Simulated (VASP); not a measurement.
# Ge in VASP: further runs

Ge is run at these levels: PBE; tasks: electric field gradients.

Everything below comes from runs of VASP 6.6.1. Logs are shortened: lines on timing, memory, paths and dates and some standing lists are left out, and cuts for length are marked.

## Step 1: The cell of the first run

The structure is tetragonal, space group I4_1/amd (No. 141). Conventional cell: a = 3.920 Å, b = 3.920 Å, c = 5.658 Å, α = 90.00°, β = 90.00°, γ = 90.00°. Within 3.2 Å of Ge (site symmetry -4m2) lie 4 Ge at 2.42 Å.

## Step 2: Electric field gradients, PBE (equal xx and yy strain of -2 %)

Input file INCAR:

```
PREC = Accurate
ENCUT = 520
EDIFF = 1E-8
ISMEAR = -1
SIGMA = 0.05
LREAL = False
LASPH = True
NELM = 100
ALGO = Normal
ISIF = 2
LWAVE = False
LCHARG = False
GGA = PE
LEFG = True
NBANDS = 21
```

Input file KPOINTS:

```
Automatic mesh
0
Gamma
  10 10 10
```

Input file POSCAR:

```
Ge
1.0
    0.0000000000      2.7721946000      2.8287700000
    2.7721946000      0.0000000000      2.8287700000
    2.7721946000      2.7721946000      0.0000000000
Ge
2
Direct
    0.5000000000      0.5000000000      0.5000000000
    0.7500000000      0.7500000000      0.7500000000
```

Potentials or basis: VASP PAW PBE potentials, release 64 (Ge_d).

Command:

```sh
> cat potpaw_PBE.64/Ge_d/POTCAR > POTCAR
> mpirun -np 1 vasp_std > vasp.out
```

OUTCAR:

```text
PREC = Accurate
   ENCUT = 520
   EDIFF = 1E-8
   ISMEAR = -1
   LREAL = False
   LASPH = True
   NELM = 100
   ISIF = 2
   GGA = PE

 ion  position               nearest neighbor table
   1  0.500  0.500  0.500-   2 2.42   2 2.42   2 2.42   2 2.42
   2  0.750  0.750  0.750-   1 2.42   1 2.42   1 2.42   1 2.42

  LATTYP: Found a body centered tetragonal cell.
 ALAT       =     3.9204752009
 C/A-ratio  =     1.4430750636

  Lattice vectors:

 A1 = (  -2.7721946000,   0.0000000000,   2.8287700000)
 A2 = (   2.7721946000,   0.0000000000,   2.8287700000)
 A3 = (   0.0000000000,   2.7721946000,  -2.8287700000)

Analysis of symmetry for initial positions (statically):
=====================================================================
 Subroutine PRICEL returns:
 Original cell was already a primitive cell.

 Routine SETGRP: Setting up the symmetry group for a
 body centered tetragonal supercell.

 Subroutine GETGRP returns: Found 16 space group operations
 (whereof  8 operations were pure point group operations)
 out of a pool of 16 trial point group operations.

The static configuration has the point symmetry D_2d.
 The point group associated with its full space group is D_4h.

Analysis of symmetry for dynamics (positions and initial velocities):
=====================================================================
 Subroutine PRICEL returns:
 Original cell was already a primitive cell.

 Routine SETGRP: Setting up the symmetry group for a
 body centered tetragonal supercell.

 Subroutine GETGRP returns: Found 16 space group operations
 (whereof  8 operations were pure point group operations)
 out of a pool of 16 trial point group operations.

The dynamic configuration has the point symmetry D_2d.
 The point group associated with its full space group is D_4h.

 Subroutine INISYM returns: Found 16 space group operations
 (whereof  8 operations are pure point group operations),
 and found     1 'primitive' translations

----------------------------------------------------------------------------------------

                                     Primitive cell

  volume of cell :      43.4786

  direct lattice vectors                    reciprocal lattice vectors
     0.000000000  2.772194600  2.828770000    -0.180362519  0.180362519  0.176755268
     2.772194600  0.000000000  2.828770000     0.180362519 -0.180362519  0.176755268
     2.772194600  2.772194600  0.000000000     0.180362519  0.180362519 -0.176755268

  length of vectors
     3.960682089  3.960682089  3.920475201     0.310328376  0.310328376  0.310328376

  position of ions in fractional coordinates (direct lattice)
     0.500000000  0.500000000  0.500000000
     0.750000000  0.750000000  0.750000000

  ion indices of the primitive-cell ions
   primitive index   ion index
                 1           1
                 2           2

----------------------------------------------------------------------------------------

 KPOINTS: Automatic mesh

Automatic generation of k-mesh.
 Grid dimensions read from file:
 generate k-points for:   10   10   10

 Generating k-lattice:

  Cartesian coordinates                     Fractional coordinates (reciprocal lattice)
    -0.018036252  0.018036252  0.017675527     0.100000000 -0.000000000  0.000000000
     0.018036252 -0.018036252  0.017675527    -0.000000000  0.100000000  0.000000000
     0.018036252  0.018036252 -0.017675527     0.000000000  0.000000000  0.100000000

  Length of vectors
     0.031032838  0.031032838  0.031032838

  Shift w.r.t. Gamma in fractional coordinates (k-lattice)
     0.000000000  0.000000000  0.000000000

 Subroutine IBZKPT returns following result:
 ===========================================

 Found    102 irreducible k-points:

 Following reciprocal coordinates:
            Coordinates               Weight
  0.000000  0.000000  0.000000      1.000000
  0.100000 -0.000000  0.000000      8.000000
  0.200000 -0.000000  0.000000      8.000000
  0.300000 -0.000000  0.000000      8.000000
  0.400000 -0.000000  0.000000      8.000000
  0.500000 -0.000000  0.000000      4.000000
[... 16 lines left out ...]
  0.300000  0.300000  0.000000      2.000000
  0.400000  0.300000  0.000000      8.000000
 [... further k-points ...]
   k-points           NKPTS =    102   k-points in BZ     NKDIM =    102   number of bands    NBANDS=     21
   number of dos      NEDOS =    301   number of ions     NIONS =      2
   total plane-waves  NPLWV =  27000
   dimension x,y,z NGX =    30 NGY =   30 NGZ =   30
   dimension x,y,z NGXF=    60 NGYF=   60 NGZF=   60
   ions per type =               2
   NGX,Y,Z   is equivalent  to a cutoff of  12.59, 12.59, 12.72 a.u.
   NGXF,Y,Z  is equivalent  to a cutoff of  25.18, 25.18, 25.44 a.u.
 SYSTEM =  unknown system
   PREC   = accura    normal or accurate (medium, high low for compatibility)
   ISTART =      0    job   : 0-new  1-cont  2-samecut
   ICHARG =      2    charge: 1-file 2-atom 10-const
   ISPIN  =      1    spin polarized calculation?
   LNONCOLLINEAR =      F non collinear calculations
   LSORBIT =      F    spin-orbit coupling
   LASPH  =      T    aspherical Exc in radial PAW
   ENCUT  =  520.0 eV  38.22 Ry    6.18 a.u.   7.36  7.36  7.29*2*pi/ulx,y,z
   NELM   =    100;   NELMIN=  2; NELMDL= -5     # of ELM steps
   EDIFF  = 0.1E-07   stopping-criterion for ELM
   LREAL  =      F    real-space projection
   EDIFFG = 0.1E-06   stopping-criterion for IOM
   NSW    =      0    number of steps for IOM
   IBRION =     -1    ionic relax: 0-MD 1-quasi-New 2-CG
   NFREE  =      0    steps in history (QN), initial steepest desc. (CG)
   ISIF   =      2    stress and relaxation
   ISYM   =      2    0-nonsym 1-usesym 2-fastsym
   POTIM  = 0.5000    time-step for ionic-motion
   TEBEG  =    0.0;   TEEND  =   0.0 temperature during run
   PSTRESS=    0.0 pullay stress
   NELECT =      28.0000    total number of electrons
   NUPDOWN=      -1.0000    fix difference up-down
   EMIN   =  10.00;   EMAX   =-10.00  energy-range for DOS
   EFERMI =   0.00;   METHOD = LEGACY
   ISMEAR =    -1;   SIGMA  =   0.05  broadening in eV -4-tet -1-fermi 0-gaus
   EFERMI_NEDOS =   21; number of points for ismear=-14 and -15
   IALGO  =     38    algorithm
   IMIX   =      4    mixing-type and parameters
     AMIX     =   0.40;   BMIX     =  1.00
     AMIX_MAG =   1.60;   BMIX_MAG =  1.00
  volume/ion in A,a.u.               =      21.74       146.70
  Fermi-wavevector in a.u.,A,eV,Ry     =   1.413739  2.671579 27.193382  1.998657
  Thomas-Fermi vector in A             =   2.535353
   LORBIT       =      0    0 simple, 1 ext, 2 COOP (PROOUT), +10 PAW based schemes
   GGA     = PE    functional components
   LHFCALC =     F    Hartree Fock is set to
   AEXX    =    0.0000 exact exchange contribution
   IVDW    =     0    specifies the selected vdW correction
   LEPSILON=     F    determine dielectric tensor
   LRPA    =     F    only Hartree local field effects (RPA)
 non-spin polarized calculation
  energy-cutoff  :      520.00
  volume of cell :       43.48
 maximum number of plane-waves:      1195
 NGX is ok and might be reduce to    30
   NGX = 15   NGY = 15   NGZ = 15

 number of electron      28.0000011 magnetization

 Free energy of the ion-electron system (eV)
  ---------------------------------------------------
  ext. energy  EPLUGINS =         0.00000000
  ---------------------------------------------------
  free energy    TOTEN  =        -8.94523938 eV

  energy without entropy =       -8.94501811  energy(sigma->0) =       -8.94512874

 E-fermi :   5.5491     XC(G=0): -10.1191

 val. band max:        5.4522842158   @ k =   0.0000   0.0000   0.0000
 cond. band min:       5.7003515602   @ k =   0.5000  -0.0000   0.0000
 fundamental gap:      0.2480673444
 Fermi energy:         5.5490797410

 k-point     1 :       0.0000    0.0000    0.0000
  band No.  band energies     occupation
      1     -19.4825      2.00000
      2     -19.4825      2.00000
      3     -19.4768      2.00000
      4     -19.4424      2.00000
      5     -19.4399      2.00000
      6     -19.2139      2.00000
[... 13 lines left out ...]
     20      14.7668      0.00000
     21      15.2000      0.00000

 k-point     2 :       0.1000   -0.0000    0.0000
  band No.  band energies     occupation
      1     -19.4889      2.00000
      2     -19.4858      2.00000
      3     -19.4783      2.00000
      4     -19.4330      2.00000
      5     -19.4312      2.00000
      6     -19.2199      2.00000
[... 13 lines left out ...]
     20      14.0645      0.00000
     21      14.4002      0.00000

 k-point     3 :       0.2000   -0.0000    0.0000
  band No.  band energies     occupation
      1     -19.4991      2.00000
      2     -19.4949      2.00000
      3     -19.4742      2.00000
      4     -19.4167      2.00000
      5     -19.4157      2.00000
      6     -19.2307      2.00000
[... 13 lines left out ...]
     20      13.6973      0.00000
     21      13.8128      0.00000

 k-point     4 :       0.3000   -0.0000    0.0000
  band No.  band energies     occupation
      1     -19.5062      2.00000
      2     -19.5010      2.00000
      3     -19.4684      2.00000
      4     -19.4035      2.00000
      5     -19.4031      2.00000
      6     -19.2401      2.00000
[... 13 lines left out ...]
     20      14.1347      0.00000
     21      14.1431      0.00000

 k-point     5 :       0.4000   -0.0000    0.0000
  band No.  band energies     occupation
      1     -19.5097      2.00000
      2     -19.5036      2.00000
      3     -19.4636      2.00000
      4     -19.3964      2.00000
      5     -19.3964      2.00000
      6     -19.2447      2.00000
[... 13 lines left out ...]
     20      15.3643      0.00000
     21      15.5100      0.00000
[... 382 lines left out ...]
     20      15.0184      0.00000
     21      16.9526      0.00000

 k-point    22 :      -0.2000    0.2000    0.0000
  band No.  band energies     occupation
      1     -19.5160      2.00000
      2     -19.5093      2.00000
      3     -19.4494      2.00000
      4     -19.4062      2.00000
      5     -19.3785      2.00000
      6     -19.2679      2.00000
[... 13 lines left out ...]
     20      15.3933      0.00000
     21      16.1435      0.00000

 k-point    23 :       0.3000    0.3000    0.0000
  band No.  band energies     occupation
      1     -19.5096      2.00000
      2     -19.5096      2.00000
      3     -19.4850      2.00000
      4     -19.3871      2.00000
      5     -19.3363      2.00000
      6     -19.3351      2.00000
[... 13 lines left out ...]
     20      16.7217      0.00000
     21      16.7246      0.00000

 k-point    24 :       0.4000    0.3000    0.0000
  band No.  band energies     occupation
      1     -19.5205      2.00000
      2     -19.5149      2.00000
      3     -19.4677      2.00000
      4     -19.3705      2.00000
      5     -19.3546      2.00000
      6     -19.3167      2.00000
[... 13 lines left out ...]
     20      17.2122      0.00000
     21      17.4176      0.00000

 [... further k-points ...]
[... 5 lines left out ...]
  --------------------------------------------------------------------------------------
  -------------------------------------------------------------------------------------
  Total        2.0215365      2.0215365      1.6021793      0.0000000     -0.0000000      0.0000000
  in kB       74.4932820     74.4932820     59.0400385      0.0000000     -0.0000000      0.0000000
  external PRESSURE =      69.3422008 kB  Pullay stress =       0.0000000 kB

 VOLUME and BASIS-vectors are now :
 -----------------------------------------------------------------------------
  energy-cutoff  :      520.00
  volume of cell :       43.48
      direct lattice vectors                 reciprocal lattice vectors
     0.000000000  2.772194600  2.828770000    -0.180362519  0.180362519  0.176755268
     2.772194600  0.000000000  2.828770000     0.180362519 -0.180362519  0.176755268
     2.772194600  2.772194600  0.000000000     0.180362519  0.180362519 -0.176755268

 POSITION                                       TOTAL-FORCE (eV/Angst)
 -----------------------------------------------------------------------------------
      2.77219      2.77219      2.82877         0.000000      0.000000     -0.000000
      4.15829      4.15829      4.24315        -0.000000     -0.000000      0.000000
 -----------------------------------------------------------------------------------
    total drift:                                0.000000     -0.000000     -0.000000

  FREE ENERGIE OF THE ION-ELECTRON SYSTEM (eV)
  ---------------------------------------------------
  free  energy   TOTEN  =        -8.9452393772 eV

  energy  without entropy=       -8.9450181109  energy(sigma->0) =       -8.94512874

 Electric field gradients (V/A^2)
---------------------------------------------------------------------
 ion       V_xx      V_yy      V_zz      V_xy      V_xz      V_yz
---------------------------------------------------------------------
   1       0.078     0.078    -0.156     0.001     0.001     0.001
   2       0.078     0.078    -0.156     0.001     0.001     0.001
---------------------------------------------------------------------

 Electric field gradients after diagonalization (V/A^2)
 (convention: |V_zz| > |V_xx| > |V_yy|)
----------------------------------------------------------------------
 ion       V_xx      V_yy      V_zz     asymmetry (V_yy - V_xx)/ V_zz
----------------------------------------------------------------------
   1       0.079     0.077    -0.156       0.013
   2       0.079     0.077    -0.156       0.013
----------------------------------------------------------------------

           NMR quadrupolar parameters

 Cq : quadrupolar parameter    Cq=e*Q*V_zz/h
 eta: asymmetry parameters     (V_yy - V_xx)/ V_zz
 Q  : nuclear electric quadrupole moment in mb (millibarn)
----------------------------------------------------------------------
 ion       Cq(MHz)       eta       Q (mb)
----------------------------------------------------------------------
   1      -0.000       0.013       1.000
   2      -0.000       0.013       1.000
----------------------------------------------------------------------
```

Run time: 1.8 min. Hardware: 1 thread of Intel Xeon Platinum 8259CL at 2.50GHz (Skylake/Cascade Lake), shared host; peak memory 0.21 GiB.

What came out:

```yaml
Free_energy: -8.9452 eV
Pressure: 6.9 GPa
Band_gap_on_the_k_mesh: 0.25 eV, indirect (least direct gap 0.35 eV)
```

Caveat: the cell differs from its parent crystal (equal xx and yy strain of -2 %); without QUAD_EFG the Cq values of the log hold for a quadrupole moment of 1 mb, not for the nuclei. A k mesh can miss the band edges.

(Continued in part 2 of 2.)
